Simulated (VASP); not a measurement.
# Li (Im-3m) in VASP: further runs, part 2 of 2

VASP 6.6.1. The steps go on from the part before.

## (3) Relaxation of cell and atoms, PBEsol, target pressure 5 GPa, at which the enthalpy is minimised

File INCAR:

```
SYSTEM = Li
PREC = Accurate ; ENCUT = 600
EDIFF = 1E-7 ; ISMEAR = -1
SIGMA = 0.05 ; LREAL = .False.
LASPH = .True. ; NELM = 100
ALGO = Normal ; ISIF = 3
LWAVE = .False. ; LCHARG = .False.
GGA = PS ; IBRION = 2
NSW = 80 ; EDIFFG = -0.005
PSTRESS = 50.0
```

File KPOINTS:

```
Automatic mesh
0
Gamma
  11 11 11
  0 0 0
```

File POSCAR:

```
Li
1.0
   -1.7546500000      1.7546500000      1.7546500000
    1.7546500000     -1.7546500000      1.7546500000
    1.7546500000      1.7546500000     -1.7546500000
Li
1
Direct
    0.0000000000      0.0000000000      0.0000000000
```

Potentials or basis: VASP PAW PBE potentials, release 64 (Li_sv).

Started as:

```bash
cat potpaw_PBE.64/Li_sv/POTCAR > POTCAR
mpirun -np 1 vasp_std > vasp.out
```

OUTCAR:

```text
SYSTEM = Li
   PREC = Accurate
   ENCUT = 600
   EDIFF = 1E-7
   ISMEAR = -1
   LREAL = .False.
   LASPH = .True.
   NELM = 100
   ISIF = 3
   GGA = PS
   IBRION = 2
   NSW = 80
   EDIFFG = -0.005
   PSTRESS = 50.0

 ion  position               nearest neighbor table
   1  0.000  0.000  0.000-

  LATTYP: Found a body centered cubic cell.
 ALAT       =     3.5093000000

  Lattice vectors:

 A1 = (  -1.7546500000,   1.7546500000,   1.7546500000)
 A2 = (   1.7546500000,  -1.7546500000,   1.7546500000)
 A3 = (   1.7546500000,   1.7546500000,  -1.7546500000)

Analysis of symmetry for initial positions (statically):
=====================================================================
 Subroutine PRICEL returns:
 Original cell was already a primitive cell.

 Routine SETGRP: Setting up the symmetry group for a
 body centered cubic supercell.

 Subroutine GETGRP returns: Found 48 space group operations
 (whereof 48 operations were pure point group operations)
 out of a pool of 48 trial point group operations.

The static configuration has the point symmetry O_h .

Analysis of symmetry for dynamics (positions and initial velocities):
=====================================================================
 Subroutine PRICEL returns:
 Original cell was already a primitive cell.

 Routine SETGRP: Setting up the symmetry group for a
 body centered cubic supercell.

 Subroutine GETGRP returns: Found 48 space group operations
 (whereof 48 operations were pure point group operations)
 out of a pool of 48 trial point group operations.

The dynamic configuration has the point symmetry O_h .

 Subroutine INISYM returns: Found 48 space group operations
 (whereof 48 operations are pure point group operations),
 and found     1 'primitive' translations

----------------------------------------------------------------------------------------

                                     Primitive cell

  volume of cell :      21.6088

  direct lattice vectors                    reciprocal lattice vectors
    -1.754650000  1.754650000  1.754650000     0.000000000  0.284957114  0.284957114
     1.754650000 -1.754650000  1.754650000     0.284957114  0.000000000  0.284957114
     1.754650000  1.754650000 -1.754650000     0.284957114  0.284957114  0.000000000

  length of vectors
     3.039142950  3.039142950  3.039142950     0.402990215  0.402990215  0.402990215

  position of ions in fractional coordinates (direct lattice)
     0.000000000  0.000000000  0.000000000

  ion indices of the primitive-cell ions
   primitive index   ion index
                 1           1

----------------------------------------------------------------------------------------

 KPOINTS: Automatic mesh

Automatic generation of k-mesh.
 Grid dimensions read from file:
 generate k-points for:   11   11   11

 Generating k-lattice:

  Cartesian coordinates                     Fractional coordinates (reciprocal lattice)
     0.000000000  0.025905192  0.025905192     0.090909091  0.000000000  0.000000000
     0.025905192  0.000000000  0.025905192     0.000000000  0.090909091  0.000000000
     0.025905192  0.025905192  0.000000000     0.000000000  0.000000000  0.090909091

  Length of vectors
     0.036635474  0.036635474  0.036635474

  Shift w.r.t. Gamma in fractional coordinates (k-lattice)
     0.000000000  0.000000000  0.000000000

 Subroutine IBZKPT returns following result:
 ===========================================

 Found     56 irreducible k-points:

 Following reciprocal coordinates:
            Coordinates               Weight
  0.000000  0.000000  0.000000      1.000000
  0.090909  0.000000  0.000000     12.000000
  0.181818  0.000000  0.000000     12.000000
  0.272727  0.000000  0.000000     12.000000
  0.363636  0.000000  0.000000     12.000000
  0.454545  0.000000  0.000000     12.000000
[... 16 lines left out ...]
  0.272727  0.181818  0.090909     48.000000
  0.363636  0.181818  0.090909     24.000000
 [... further k-points ...]
   k-points           NKPTS =     56   k-points in BZ     NKDIM =     56   number of bands    NBANDS=      5
   number of dos      NEDOS =    301   number of ions     NIONS =      1
   total plane-waves  NPLWV =  13824
   dimension x,y,z NGX =    24 NGY =   24 NGZ =   24
   dimension x,y,z NGXF=    48 NGYF=   48 NGZF=   48
   ions per type =               1
   NGX,Y,Z   is equivalent  to a cutoff of  13.13, 13.13, 13.13 a.u.
   NGXF,Y,Z  is equivalent  to a cutoff of  26.26, 26.26, 26.26 a.u.
 SYSTEM =  Li
   PREC   = accura    normal or accurate (medium, high low for compatibility)
   ISTART =      0    job   : 0-new  1-cont  2-samecut
   ICHARG =      2    charge: 1-file 2-atom 10-const
   ISPIN  =      1    spin polarized calculation?
   LNONCOLLINEAR =      F non collinear calculations
   LSORBIT =      F    spin-orbit coupling
   LASPH  =      T    aspherical Exc in radial PAW
   ENCUT  =  600.0 eV  44.10 Ry    6.64 a.u.   6.07  6.07  6.07*2*pi/ulx,y,z
   NELM   =    100;   NELMIN=  2; NELMDL= -5     # of ELM steps
   EDIFF  = 0.1E-06   stopping-criterion for ELM
   LREAL  =      F    real-space projection
   EDIFFG = -.5E-02   stopping-criterion for IOM
   NSW    =     80    number of steps for IOM
   IBRION =      2    ionic relax: 0-MD 1-quasi-New 2-CG
   NFREE  =      1    steps in history (QN), initial steepest desc. (CG)
   ISIF   =      3    stress and relaxation
   ISYM   =      2    0-nonsym 1-usesym 2-fastsym
   POTIM  = 0.5000    time-step for ionic-motion
   TEBEG  =    0.0;   TEEND  =   0.0 temperature during run
   PSTRESS=   50.0 pullay stress
   NELECT =       3.0000    total number of electrons
   NUPDOWN=      -1.0000    fix difference up-down
   EMIN   =  10.00;   EMAX   =-10.00  energy-range for DOS
   EFERMI =   0.00;   METHOD = LEGACY
   ISMEAR =    -1;   SIGMA  =   0.05  broadening in eV -4-tet -1-fermi 0-gaus
   EFERMI_NEDOS =   21; number of points for ismear=-14 and -15
   IALGO  =     38    algorithm
   IMIX   =      4    mixing-type and parameters
     AMIX     =   0.40;   BMIX     =  1.00
     AMIX_MAG =   1.60;   BMIX_MAG =  1.00
  volume/ion in A,a.u.               =      21.61       145.82
  Fermi-wavevector in a.u.,A,eV,Ry     =   0.847692  1.601906  9.776898  0.718582
  Thomas-Fermi vector in A             =   1.963238
   LORBIT       =      0    0 simple, 1 ext, 2 COOP (PROOUT), +10 PAW based schemes
   GGA     = PS    functional components
   LHFCALC =     F    Hartree Fock is set to
   AEXX    =    0.0000 exact exchange contribution
   IVDW    =     0    specifies the selected vdW correction
   LEPSILON=     F    determine dielectric tensor
   LRPA    =     F    only Hartree local field effects (RPA)
 conjugate gradient relaxation of ions
 non-spin polarized calculation
  energy-cutoff  :      600.00
  volume of cell :       21.61
 maximum number of plane-waves:       730
   NGX = 13   NGY = 13   NGZ = 13

--------------------------------------- Ionic step        1  -------------------------------------------

 number of electron       2.9999991 magnetization

 Free energy of the ion-electron system (eV)
  ---------------------------------------------------
  ext. energy  EPLUGINS =         0.00000000
  ---------------------------------------------------
  free energy    TOTEN  =        -1.96806264 eV

  energy without entropy =       -1.96434173  energy(sigma->0) =       -1.96620218

------------------------ aborting loop because EDIFF is reached ----------------------------------------

  FORCE on cell =-STRESS in cart. coord.  units (eV):
  Direction    XX          YY          ZZ          XY          YZ          ZX
  --------------------------------------------------------------------------------------
  -------------------------------------------------------------------------------------
  Total       -0.1249954     -0.1249954     -0.1249954     -0.0000000      0.0000000     -0.0000000
  in kB       -9.2677271     -9.2677271     -9.2677271     -0.0000000      0.0000000     -0.0000000
  external PRESSURE =     -59.2677271 kB  Pullay stress =      50.0000000 kB
[... 135 lines left out ...]
--------------------------------------- Ionic step        5  -------------------------------------------

 number of electron       3.0000006 magnetization

 Free energy of the ion-electron system (eV)
  ---------------------------------------------------
  ext. energy  EPLUGINS =         0.00000000
  ---------------------------------------------------
  free energy    TOTEN  =        -1.91841686 eV

  energy without entropy =       -1.91458059  energy(sigma->0) =       -1.91649873

 E-fermi :   1.4180     XC(G=0):  -7.6637

 val. band max:        1.3902269604   @ k =  -0.3636   0.4545   0.0909
 cond. band min:       1.5792221887   @ k =  -0.4545   0.4545   0.0909
 fundamental gap:      0.1889952283
 Fermi energy:         1.4180085337

 k-point     1 :       0.0000    0.0000    0.0000
  band No.  band energies     occupation
      1     -44.1023      2.00000
      2      -2.4593      2.00000
      3      18.8462      0.00000
      4      18.8462      0.00000
      5      18.8462      0.00000
[... 177 lines left out ...]
 k-point    24 :       0.3636    0.1818    0.0909
  band No.  band energies     occupation
      1     -44.0459      2.00000
      2       2.7467      0.00000
      3       5.3452      0.00000
      4       9.4075      0.00000
      5      12.9586      0.00000

 [... further k-points ...]
[... 5 lines left out ...]
  --------------------------------------------------------------------------------------
  -------------------------------------------------------------------------------------
  Total        0.4904572      0.4904572      0.4904572     -0.0000000      0.0000000     -0.0000000
  in kB       49.8746913     49.8746913     49.8746913     -0.0000000      0.0000000     -0.0000000
  external PRESSURE =      -0.1253087 kB  Pullay stress =      50.0000000 kB
[... 20 lines left out ...]
  energy  without entropy=       -1.9145805940  energy(sigma->0) =       -1.91649873

  enthalpy is  TOTEN    =        -1.4267274258 eV   P V=        0.4916894360

 reached required accuracy - stopping structural energy minimisation
```

It took 13 s on 1 thread of Intel Xeon Platinum 8488C (Sapphire Rapids), shared host; peak memory 0.13 GiB.

What came out:

- Free energy: -1.9184 eV
- Relaxed volume: 15.76 Å³/atom
- Relaxed cell: a = 2.735 Å, b = 2.735 Å, c = 2.735 Å, α = 109.47°, β = 109.47°, γ = 109.47°
- Space group after relaxing (to 0.05 Å): Im-3m (No. 229)
- Energy change on relaxing (the enthalpy is what falls): +49.6 meV/atom
- Ionic steps: 5
- Pressure after relaxing: 5.0 GPa

Step by step:
| step | energy change (eV) | largest force (eV/Å) | pressure (GPa) | volume (Å³) |
| --- | --- | --- | --- | --- |
| 1 | 0.0000 | 0.0000 | -0.93 | 21.61 |
| 2 | -0.0037 | 0.0000 | 0.58 | 19.20 |
| 3 | 0.0248 | 0.0000 | 3.36 | 16.72 |
| 4 | 0.0543 | 0.0000 | 5.27 | 15.61 |
| 5 | 0.0496 | 0.0000 | 4.99 | 15.76 |

Final structure:
```
Li
1.0
    -1.57927    1.57927    1.57927
     1.57927   -1.57927    1.57927
     1.57927    1.57927   -1.57927
Li
1
Direct
  0.00000 0.00000 0.00000
```

Caveat: the cutoff is under 1.25 times the usual one of these potentials, so pressure, stress and relaxed cells hold a basis-set (Pulay) error; the cell is relaxed towards a set pressure, so the enthalpy falls and the energy may rise; the volume moved by over 15 % at a fixed basis, so the end points are rough; the PAW data sets were made with another functional, which shifts forces and pressure a little.

## (4) Relaxation of cell and atoms, PBEsol, target pressure 10 GPa, at which the enthalpy is minimised

File INCAR:

```
PREC = Accurate
ENCUT = 600
EDIFF = 1E-6
ISMEAR = -1
SIGMA = 0.05
LREAL = False
LASPH = True
NELM = 60
ALGO = Normal
ISIF = 3
LWAVE = False
LCHARG = False
GGA = PS
IBRION = 2
NSW = 80
EDIFFG = -0.005
PSTRESS = 100.0
```

File KPOINTS:

```
Automatic mesh
0
Gamma
  11 11 11
```

POSCAR is that of step 3.

Started as:

```bash
cat potpaw_PBE.64/Li_sv/POTCAR > POTCAR
mpirun -np 1 vasp_std > vasp.out
```

It took 20 s on 1 thread of Intel Xeon Platinum 8488C (Sapphire Rapids), shared host; peak memory 0.13 GiB.

It converged, with:

- Free energy: -1.8268 eV
- Relaxed volume: 13.74 Å³/atom
- Relaxed cell: a = 2.613 Å, b = 2.613 Å, c = 2.613 Å, α = 109.47°, β = 109.47°, γ = 109.47°
- Space group after relaxing (to 0.05 Å): Im-3m (No. 229)
- Energy change on relaxing (the enthalpy is what falls): +141.3 meV/atom
- Ionic steps: 21
- Pressure after relaxing: 10.0 GPa

The path:
| step | energy change (eV) | largest force (eV/Å) | pressure (GPa) | volume (Å³) |
| --- | --- | --- | --- | --- |
| 1 | 0.0000 | 0.0000 | -0.92 | 21.61 |
| 2 | 0.0137 | 0.0000 | 2.52 | 17.32 |
| 3 | 0.0889 | 0.0000 | 7.25 | 14.72 |
| 4 | 0.1483 | 0.0000 | 10.38 | 13.63 |
| 5 | 0.1396 | 0.0000 | 9.92 | 13.77 |
| 6 | 0.1396 | 0.0000 | 9.92 | 13.77 |
| 7 | 0.1396 | 0.0000 | 9.92 | 13.77 |
| 8 | 0.1396 | 0.0000 | 9.92 | 13.77 |
| 9 | 0.1396 | 0.0000 | 9.92 | 13.77 |
| 10 | 0.1396 | 0.0000 | 9.92 | 13.77 |
| 11 | 0.1396 | 0.0000 | 9.92 | 13.77 |
| 12 | 0.1397 | 0.0000 | 9.92 | 13.77 |
| 13 | 0.1397 | 0.0000 | 9.92 | 13.77 |
| 14 | 0.1397 | 0.0000 | 9.92 | 13.77 |
| 15 | 0.1397 | 0.0000 | 9.92 | 13.77 |
| 16 | 0.1397 | 0.0000 | 9.92 | 13.77 |
| 17 | 0.1398 | 0.0000 | 9.93 | 13.76 |
| 18 | 0.1399 | 0.0000 | 9.93 | 13.76 |
| 19 | 0.1401 | 0.0000 | 9.93 | 13.76 |
| 20 | 0.1405 | 0.0000 | 9.94 | 13.75 |
| 21 | 0.1413 | 0.0000 | 10.02 | 13.74 |

Final structure:
```
Li
1.0
    -1.50883    1.50883    1.50883
     1.50883   -1.50883    1.50883
     1.50883    1.50883   -1.50883
Li
1
Direct
  0.00000 0.00000 0.00000
```

Levels at points of the mesh, in eV from the Fermi level:
| k point | band 1 | band 2 | band 3 | band 4 | band 5 |
| --- | --- | --- | --- | --- | --- |
| (0.00, 0.00, 0.00) | -45.35 | -4.01 | 19.14 | 19.14 | 19.14 |

Caveat: the cutoff is under 1.25 times the usual one of these potentials, so pressure, stress and relaxed cells hold a basis-set (Pulay) error; the cell is relaxed towards a set pressure, so the enthalpy falls and the energy may rise; the volume moved by over 15 % at a fixed basis, so the end points are rough; the PAW data sets were made with another functional, which shifts forces and pressure a little.

## (5) Relaxation of cell and atoms, PBEsol, target pressure 20 GPa, at which the enthalpy is minimised

File INCAR:

```
SYSTEM = Li
ALGO = Normal ; EDIFF = 1E-6
EDIFFG = -0.005 ; ENCUT = 600
GGA = PS ; IBRION = 2
ISIF = 3 ; ISMEAR = -1
LASPH = .True. ; LCHARG = .False.
LREAL = .False. ; LWAVE = .False.
NELM = 100 ; NSW = 80
PREC = Accurate ; PSTRESS = 200.0
SIGMA = 0.05
```

File KPOINTS:

```
k-points
0
Gamma
  11 11 11
  0 0 0
```

POSCAR is that of step 4.

Started as:

```bash
cat potpaw_PBE.64/Li_sv/POTCAR > POTCAR
mpirun -np 1 vasp_std > vasp.out
```

Wall time 22 s (1 thread of Intel Xeon Platinum 8488C (Sapphire Rapids), shared host); peak memory 0.13 GiB.

Results (log left out):

```
Free energy                                            : -1.6234 eV
Relaxed volume                                         : 11.49 Å³/atom
Relaxed cell                                           : a = 2.462 Å, b = 2.462 Å, c = 2.462 Å, α = 109.47°, β = 109.47°, γ = 109.47°
Space group after relaxing (to 0.05 Å)                 : Im-3m (No. 229)
Energy change on relaxing (the enthalpy is what falls) : +344.7 meV/atom
Ionic steps                                            : 19
Pressure after relaxing                                : 20.0 GPa
```

The path:
| step | energy change (eV) | largest force (eV/Å) | pressure (GPa) | volume (Å³) |
| --- | --- | --- | --- | --- |
| 1 | 0.0000 | 0.0000 | -0.92 | 21.61 |
| 2 | 0.1297 | 0.0000 | 9.42 | 13.93 |
| 3 | 0.2769 | 0.0000 | 16.74 | 12.08 |
| 4 | 0.3494 | 0.0000 | 20.23 | 11.45 |
| 5 | 0.3293 | 0.0000 | 19.25 | 11.61 |
| 6 | 0.3296 | 0.0000 | 19.25 | 11.61 |
| 7 | 0.3303 | 0.0000 | 19.26 | 11.61 |
| 8 | 0.3303 | 0.0000 | 19.30 | 11.61 |
| 9 | 0.3303 | 0.0000 | 19.30 | 11.61 |
| 10 | 0.3303 | 0.0000 | 19.30 | 11.61 |
| 11 | 0.3304 | 0.0000 | 19.30 | 11.61 |
| 12 | 0.3306 | 0.0000 | 19.31 | 11.60 |
| 13 | 0.3309 | 0.0000 | 19.31 | 11.60 |
| 14 | 0.3316 | 0.0000 | 19.33 | 11.60 |
| 15 | 0.3330 | 0.0000 | 19.44 | 11.58 |
| 16 | 0.3358 | 0.0000 | 19.57 | 11.56 |
| 17 | 0.3415 | 0.0000 | 19.85 | 11.51 |
| 18 | 0.3530 | 0.0000 | 20.40 | 11.42 |
| 19 | 0.3447 | 0.0000 | 19.98 | 11.49 |

Final structure:
```
CELL_PARAMETERS angstrom
-1.42150 1.42150 1.42150
1.42150 -1.42150 1.42150
1.42150 1.42150 -1.42150
ATOMIC_POSITIONS crystal
Li 0.00000 0.00000 0.00000
```

Levels at points of the mesh, in eV from the Fermi level:
```tsv
k point	band 1	band 2	band 3	band 4	band 5
(0.00, 0.00, 0.00)	-45.18	-4.12	21.57	21.57	21.57
```

Caveat: the cutoff is under 1.25 times the usual one of these potentials, so pressure, stress and relaxed cells hold a basis-set (Pulay) error; the cell is relaxed towards a set pressure, so the enthalpy falls and the energy may rise; the volume moved by over 15 % at a fixed basis, so the end points are rough; the PAW data sets were made with another functional, which shifts forces and pressure a little.

## (6) Overview

```tsv
cell	gap on the mesh (eV)	pressure (GPa)
relaxed	none	0.0
relaxed to 5 GPa	none	5.0
relaxed to 10 GPa	none	10.0
relaxed to 20 GPa	none	20.0
```

Alike in all rows: task relaxation of cell and atoms; level PBEsol; potentials or basis VASP PAW PBE potentials, release 64 (Li_sv); no spin polarisation; k mesh 11 × 11 × 11; cutoff (eV) 600; smearing fermi-dirac 0.05 eV.

Caveats: the cutoff is under 1.25 times the usual one of these potentials, so pressure, stress and relaxed cells hold a basis-set (Pulay) error; the PAW data sets were made with another functional, which shifts forces and pressure a little; the cell is relaxed towards a set pressure, so the enthalpy falls and the energy may rise (some runs); the volume moved by over 15 % at a fixed basis, so the end points are rough (some runs).

Absolute energies hang on the potentials; compare differences alone.

## (7) How close it comes

Step 2. The cell as given is a measured one (21.61 Å³/atom); PBEsol puts the equilibrium volume -7.6 % from it, thermal expansion not counted.
